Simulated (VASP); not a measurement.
Crystal: KBaI3.

```
CELL_PARAMETERS angstrom
6.58481 0.00000 0.00000
0.00000 6.58481 0.00000
0.00000 0.00000 6.58481
ATOMIC_POSITIONS crystal
K 0.00000 0.00000 0.00000
Ba 0.50000 0.50000 0.50000
I 0.50000 0.50000 0.00000
I 0.50000 0.00000 0.50000
I 0.00000 0.50000 0.50000
```

This cell differs from its parent crystal: strain -2.0%.

Program: VASP 6.6.1. Alike in all runs: task single point; potentials or basis VASP PAW PBE potentials, release 64 (K_sv, Ba_sv, I); no spin polarisation; cell as given.

Task: Order these runs on this cell by their band gap on the k mesh, lowest first.
A. level PBE; k mesh 4 × 4 × 4; cutoff (eV) 500; smearing fermi-dirac 0.02 eV
B. level r2SCAN; k mesh 4 × 4 × 4; cutoff (eV) 550; smearing gaussian 0.01 eV
C. level HSE06; k mesh 2 × 2 × 2; cutoff (eV) 400; smearing gaussian 0.01 eV; grid for exact exchange (PRECFOCK) Normal; share of exact exchange 0.25; screening parameter 0.2079 1/Å

Result: A (3.13 eV), B (3.78 eV), C (4.06 eV).

Caveats: some runs use coarse meshes; spin-orbit coupling is left out, which moves the levels of the heavy elements.

A k mesh can miss the band edges.
